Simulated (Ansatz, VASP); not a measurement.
## BaTiO3 in VASP and in Ansatz

INCAR

```
SYSTEM = BaTiO3
ALGO = Normal
EDIFF = 1E-6
ENCUT = 520
GGA = PE
ISIF = 2
ISMEAR = -1
LASPH = .True.
LCHARG = .True.
LDAU = .True.
LDAUJ = 0 0 0
LDAUL = -1 2 -1
LDAUPRINT = 1
LDAUTYPE = 2
LDAUU = 0 8 0
LELF = .True.
LMAXMIX = 4
LREAL = .False.
LVHAR = .True.
LWAVE = .False.
NBANDS = 28
NELM = 150
PREC = Accurate
SIGMA = 0.05
```

KPOINTS

```
k-points
0
Gamma
  7 6 7
  0 0 0
```

POSCAR

```
BaTiO3
1.0
    3.7288979900     -0.4219254500      0.0223674800
   -0.2844733300      3.2754742700      3.1100811900
    0.3164270400     -2.7537071700      2.5899183700
Ba Ti O
1 1 3
Direct
    0.0036372600      0.9972694200      0.9985015400
    0.5002452300      0.5116078500      0.5101821300
    0.9983542100      0.4928168200      0.4950359800
    0.4999067000      0.5015397800      0.9945381500
    0.4978566000      0.9929861300      0.4979621900
```

input.yaml

```yaml
crystal:
  lattice:
    - [3.72889799, -0.42192545, 0.02236748]
    - [-0.28447333, 3.27547427, 3.11008119]
    - [0.31642704, -2.75370717, 2.58991837]
  atoms:
    - { symbol: Ba, position: [0.00363726, 0.99726942, 0.99850154] }
    - { symbol: Ti, position: [0.50024523, 0.51160785, 0.51018213] }
    - { symbol: O, position: [0.99835421, 0.49281682, 0.49503598] }
    - { symbol: O, position: [0.4999067, 0.50153978, 0.99453815] }
    - { symbol: O, position: [0.4978566, 0.99298613, 0.49796219] }
hamiltonian:
  xc: pbe
  pseudopotentials: { kind: paw }
  hubbard: { sites: [{ species: Ti, l: d, u_eff: 8.0 }] }
kpoints:
  mp_grid: { grid: [7, 6, 7] }
  band_path:
    path:
      - [[0.0, 0.0, 0.5], [0.0, 0.0, 0.0], [0.0, -0.5, 0.0]]
      - [[0.0, -0.5, 0.5], [0.0, 0.0, 0.0], [0.5, 0.0, 0.0]]
      - [[0.5, 0.0, 0.5], [0.0, 0.0, 0.0], [0.5, -0.5, 0.0]]
      - [[0.5, -0.5, 0.5], [0.0, 0.0, 0.0]]
    npoints: 14
scf:
  occupations: { method: fermi_dirac, width: 0.05 }
  n_extra_bands: 12
output:
  forces: true
  stress: true
  eigenvalues: true
  fatbands: false
```

Alike in both runs: functional PBE; k mesh 7 × 6 × 7; occupations fermi-dirac, width 0.05 eV; no spin polarisation; Hubbard terms Ti d U = 8.0 eV.

|  | VASP | Ansatz |
| --- | --- | --- |
| version | VASP 6.6.1 | Ansatz 0.2.0 |
| potentials or method | VASP PAW PBE potentials, release 64 (Ba_sv, Ti_sv, O) | Ansatz PAW |
| plane-wave cutoff (eV) | 520 | 420 |
| valence electrons in the cell | 40 | 40 |
| task | single point | band structure |

VASP gave:

```
gap on the k mesh at the Fermi level (eV)                     : 1.32
least direct gap on the mesh (eV)                             : 1.41
pressure (GPa)                                                : 27.3
traceless stress, the component that is largest in VASP (GPa) : 27.43
rms of the force components (eV/Å)                            : 0.419
```

**Question.** Estimate Ansatz's values.

**Answer.** gap on the k mesh at the Fermi level (eV): 1.65; least direct gap on the mesh (eV): 1.72; pressure (GPa): 20.5; traceless stress, the component that is largest in VASP (GPa): 26.30; rms of the force components (eV/Å): 0.267.

The programs project onto different local orbitals, so the same U acts differently, and such runs can settle in different states. Atom by atom the forces differ by 0.201 eV/Å (rms over components).

Spin-orbit coupling is off throughout.
